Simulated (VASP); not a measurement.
Here is a VASP 6.6.1 calculation.

File INCAR:

```
PREC = Accurate
ENCUT = 600
EDIFF = 1E-6
ISMEAR = -1
SIGMA = 0.1
LREAL = F
LASPH = T
NELM = 80
ALGO = Normal
ISIF = 4
LWAVE = F
LCHARG = F
GGA = PS
IBRION = 2
NSW = 50
EDIFFG = -0.005
```

The input KPOINTS:

```
regular mesh
0
Gamma
  14 14 8
```

The input POSCAR:

```
Se
1.0
    3.3613278103      0.0000000000      0.0000000000
   -1.6806639052      2.9109952742      0.0000000000
    0.0000000000      0.0000000000      3.6030823239
Se
2
Direct
    0.3333333333      0.6666666667      0.2500000000
    0.6666666667      0.3333333333      0.7500000000
```

Potentials or basis: VASP PAW PBE potentials, release 64 (Se).

Run with:

```sh
$ cat potpaw_PBE.64/Se/POTCAR > POTCAR
$ mpirun -np 1 vasp_std > vasp.out
```

(1) Predict the band gap on the k mesh.

Results:

(1) zero (bands 6 and 7 overlap by 3.49 eV).
